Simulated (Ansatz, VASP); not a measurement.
**One calculation of C, two programs**

```xyz
1
Lattice="0.0000 1.4318 1.4318 1.4318 0.0000 1.4318 1.4318 1.4318 0.0000" Properties=species:S:1:pos:R:3 pbc="T T T"
C     0.0000    0.0000    0.0000
```

Change from the starting cell: volume scaled by 0.8, to set the pressure.

Alike in both runs: task single point; functional PBE; k mesh 24 × 24 × 24; occupations fermi-dirac, width 0.08 eV; no spin polarisation.

```csv
,VASP,Ansatz
version,VASP 6.6.1,Ansatz 0.2.0
potentials or method,"VASP PAW PBE potentials, release 64 (C)","PAW with Ansatz's default frozen-core files, scalar-relativistic"
plane-wave cutoff (eV),600,420
valence electrons in the cell,4,4
```

|  | VASP | Ansatz | Ansatz less VASP |
| --- | --- | --- | --- |
| pressure (GPa) | 49.2 | 49.2 | 0.00 |

Both programs put the cell under a high pressure, so it lies far from rest at this level. The functional is the same, so the differences come from potentials, cutoffs and numerics.
